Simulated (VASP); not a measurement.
Input of a VASP 6.6.1 run:

INCAR

```
PREC     = Accurate       # precision mode
ENCUT    = 520            # plane-wave cutoff, eV
EDIFF    = 1E-7           # SCF threshold, eV
ISMEAR   = 0              # smearing method
SIGMA    = 0.15           # smearing width, eV
LREAL    = F              # projectors in reciprocal space
LASPH    = T              # aspherical terms in the spheres
NELM     = 60             # most SCF steps
ALGO     = Normal         # electronic algorithm
ISIF     = 2              # what is computed and relaxed
LWAVE    = F              # write WAVECAR
LCHARG   = T              # write CHGCAR
GGA      = PE             # functional
IVDW     = 12             # dispersion correction
LELF     = T              # ELF
LVHAR    = T            
NBANDS   = 8              # bands
```

File KPOINTS:

```
Automatic mesh
0
Gamma
  30 30 30
```

Contents of POSCAR:

```
Si
1.0
   -1.7045887222      1.6195617313      1.3095711304
    1.7045887222     -1.6195617313      1.3095711304
    1.7045887222      1.6195617313     -1.3095711304
Si
1
Direct
    0.0000000000      0.0000000000      0.0000000000
```

Potentials or basis: VASP PAW PBE potentials, release 64 (Si).

Launch:

```console
$ cat potpaw_PBE.64/Si/POTCAR > POTCAR
$ mpirun -np 1 vasp_std > vasp.out
```

Question: What does it give for the dispersion energy per atom?

Answer: -0.429 eV.

Question: Predict the band gap on the k mesh.

Answer: Zero (bands 2 and 3 overlap by 12.86 eV).

Stress tensor (GPa, compression positive):
```
-6.93  0.00  0.00
 0.00 -2.23  0.00
 0.00  0.00 -4.43
```

Caveat: the cell differs from its parent crystal (strain +0.0525 x Voigt [1, 0, 0, 0, 0, 0]); the cell stands under tension.
